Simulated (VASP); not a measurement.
Set up this calculation in VASP 6.6.1, as the native input.

```
Task                   : single point
Functional             : PBE
Potentials or basis    : VASP PAW PBE potentials, release 64 (Al)
Cutoff                 : 500 eV
k mesh                 : 9 × 9 × 9
Occupations            : gaussian, width 0.1 eV
Spin                   : no spin polarisation
Dipole correction      : no
Further INCAR settings : ALGO = Normal; EDIFF = 1e-06; NBANDS = 8
```

The structure of Al lies in POSCAR:

```
Al
1.0
    2.2863630340      1.3200323131      0.9336683851
   -2.2863630340      1.3200323131      0.9336683851
    0.0000000000     -2.6400646263      0.9336683851
Al
1
Direct
    0.5000000000      0.5000000000      0.5000000000
```

The input as run:

INCAR

```
SYSTEM = Al
ALGO     = Normal         ! electronic algorithm
EDIFF    = 1E-6           ! SCF threshold, eV
ENCUT    = 500            ! plane-wave cutoff, eV
GGA      = PE             ! functional
GGA_COMPAT= .False.      
ISIF     = 2              ! what is computed and relaxed
ISMEAR   = 0              ! smearing method
LASPH    = .True.         ! aspherical terms in the spheres
LCHARG   = .False.        ! write CHGCAR
LREAL    = .False.        ! projectors in reciprocal space
LWAVE    = .False.        ! write WAVECAR
NBANDS   = 8              ! bands
NELM     = 120            ! most SCF steps
PREC     = Accurate       ! precision mode
SIGMA    = 0.1            ! smearing width, eV
```

KPOINTS

```
k-points
0
Gamma
  9 9 9
  0 0 0
```

Potentials or basis: VASP PAW PBE potentials, release 64 (Al).

Run with:

```sh
$ cat potpaw_PBE.64/Al/POTCAR > POTCAR
$ mpirun -np 1 vasp_std > vasp.out
```

It gave:

```
Pressure : 0.0 GPa
```

It took 3.3 s on 1 thread of Intel(R) Xeon(R) 6975P-C (Granite Rapids), on a shared host, peak memory 0.12 GiB.
